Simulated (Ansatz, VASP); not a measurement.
MoS2 in VASP and in Ansatz

File INCAR:

```
SYSTEM = MoS2
  PREC = Accurate
  ENCUT = 600
  EDIFF = 1E-6
  ISMEAR = -1
  SIGMA = 0.05
  LREAL = .False.
  LASPH = .True.
  NELM = 80
  ALGO = Normal
  ISIF = 3
  LWAVE = .False.
  LCHARG = .False.
  GGA = PE
  IBRION = 2
  NSW = 60
  EDIFFG = -0.01
```

KPOINTS

```
Automatic mesh
0
Gamma
  9 9 4
  0 0 0
```

File POSCAR:

```
MoS2
1.0
    3.2274645616      0.0000000000      0.0000000000
   -1.6137322808      2.7950663001      0.0000000000
    0.0000000000      0.0000000000      6.3124734200
Mo S
1 2
Direct
    0.0000000000      0.0000000000      0.5000000000
    0.6666666667      0.3333333333      0.7446806800
    0.3333333333      0.6666666667      0.2553193200
```

input.yaml

```yaml
crystal:
  lattice:
    - [3.2274645616, 0.0, 0.0]
    - [-1.6137322808, 2.7950663001, 0.0]
    - [0.0, 0.0, 6.31247342]
  atoms:
    - { symbol: Mo, position: [0.0, 0.0, 0.5] }
    - { symbol: S, position: [0.6666666667, 0.3333333333, 0.74468068] }
    - { symbol: S, position: [0.3333333333, 0.6666666667, 0.25531932] }
hamiltonian:
  xc: pbe
  pseudopotentials: { kind: paw }
kpoints:
  mp_grid: { grid: [9, 9, 4] }
scf:
  occupations: { method: fermi_dirac, width: 0.05 }
output:
  forces: true
  stress: true
  write_density: true
  write_potential: true
  elf: true
  volumetric_format: npy
relax:
  f_tol: 0.01
  max_steps: 40
  cell: { stress_tol: 0.05 }
```

Alike in both runs: task relaxation of cell and atoms; functional PBE; k mesh 9 × 9 × 4; occupations fermi-dirac, width 0.05 eV; no spin polarisation.

|  | VASP | Ansatz |
| --- | --- | --- |
| version | VASP 6.6.1 | Ansatz 0.2.0 |
| potentials or method | VASP PAW PBE potentials, release 64 (Mo_sv, S) | Ansatz PAW |
| plane-wave cutoff (eV) | 600 | 420 |
| valence electrons in the cell | 26 | 26 |

Ansatz gave:

* gap on the k mesh at the Fermi level, each at its own relaxed structure (eV): none
* relaxed volume (Å³/atom): 20.44
* relaxed cell length with the largest relative difference (Å): 6.949

**Question.** What did VASP give for the same quantities?

**Answer.** gap on the k mesh at the Fermi level, each at its own relaxed structure (eV): none; relaxed volume (Å³/atom): 20.06; relaxed cell length with the largest relative difference (Å): 6.819.

A gap of «none» marks a metal or a gap that the smearing closes.

Noted on Ansatz's run: the plane-wave basis is chosen anew once the cell has moved, so the energies of steps on either side of that aren't comparable.
